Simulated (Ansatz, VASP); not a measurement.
**As: VASP beside Ansatz**

File INCAR:

```
ALGO = Normal ; EDIFF = 1E-6
EDIFFG = -0.005 ; ENCUT = 600
GGA = PS ; IBRION = 2
ISIF = 3 ; ISMEAR = 0
LASPH = True ; LCHARG = False
LREAL = False ; LWAVE = False
NELM = 100 ; NSW = 100
PREC = Accurate ; SIGMA = 0.1
```

Contents of KPOINTS:

```
k-points
0
Gamma
  12 12 12
```

POSCAR

```
As
1.0
    1.8807968987      1.0858785957      3.5140619945
   -1.8807968987      1.0858785957      3.5140619945
    0.0000000000     -2.1717571915      3.5140619945
As
2
Direct
    0.7740000000      0.7740000000      0.7740000000
    0.2260000000      0.2260000000      0.2260000000
```

Input for Ansatz:

```yaml
crystal:
  lattice:
    - [1.8807968987, 1.0858785957, 3.5140619945]
    - [-1.8807968987, 1.0858785957, 3.5140619945]
    - [0.0, -2.1717571915, 3.5140619945]
  atoms:
    - { symbol: As, position: [0.774, 0.774, 0.774] }
    - { symbol: As, position: [0.226, 0.226, 0.226] }
basis:
  ecutwfc: 420
kpoints:
  mp_grid: { grid: [12, 12, 12] }
hamiltonian:
  xc: pbesol
scf:
  occupations: { method: gaussian, width: 0.1 }
output:
  forces: true
  stress: true
  eigenvalues: true
  write_density: true
  write_potential: true
  elf: true
  volumetric_format: npy
relax:
  adjacent_minimum: "off"
  f_tol: 0.005
  max_steps: 80
  cell: { stress_tol: 0.05 }
```

Alike in both runs: task relaxation of cell and atoms; functional PBEsol; k mesh 12 × 12 × 12; occupations gaussian, width 0.1 eV; no spin polarisation.

|  | VASP | Ansatz |
| --- | --- | --- |
| version | VASP 6.6.1 | Ansatz 0.2.0 |
| potentials or method | VASP PAW PBE potentials, release 64 (As), cutoff 600 eV | scalar-relativistic, plane waves, PAW |
| valence electrons in the cell | 10 | 30 |

|  | VASP | Ansatz | Ansatz less VASP |
| --- | --- | --- | --- |
| gap on the k mesh at the Fermi level, each at its own relaxed structure (eV) | none | none | - |
| relaxed volume (Å³/atom) | 20.89 | 20.84 | -0.046 |
| relaxed cell length with the largest relative difference (Å) | 4.008 | 4.010 | +0.0018 |

VASP's potentials were made for PBE, not for PBEsol. A gap of «none» marks a metal or a gap that the smearing closes. VASP's potentials hold 10 valence electrons a cell and Ansatz's 30, so a difference there can come from the potentials and not from the codes.
